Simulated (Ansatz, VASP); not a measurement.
**Two plane-wave programs on Nb**

```xyz
4
Lattice="2.9170 0.0000 0.0000 -1.4585 2.5262 0.0000 0.0000 0.0000 10.6833" Properties=species:S:1:pos:R:3 pbc="T T T"
Nb    2.9170    0.0000    0.0000
Nb    0.0000    0.0000    5.3416
Nb    0.0000    1.6841    2.6708
Nb    1.4585    0.8421    8.0124
```

Alike in both runs: task single point; functional revPBE; k mesh 14 × 14 × 4; occupations fermi-dirac, width 0.1 eV; no spin polarisation.

|  | VASP | Ansatz |
| --- | --- | --- |
| version | VASP 6.6.1 | Ansatz 0.2.0 |
| potentials or method | VASP PAW PBE potentials, release 64 (Nb_sv), cutoff 520 eV | plane waves (420 eV) with PAW, scalar-relativistic |
| valence electrons in the cell | 52 | 52 |

|  | VASP | Ansatz | Ansatz less VASP |
| --- | --- | --- | --- |
| pressure (GPa) | -6.0 | -5.7 | +0.29 |
| traceless stress, the component that is largest in VASP (GPa) | 0.09 | 0.12 | +0.032 |

VASP's potentials were made for PBE, not for revPBE.
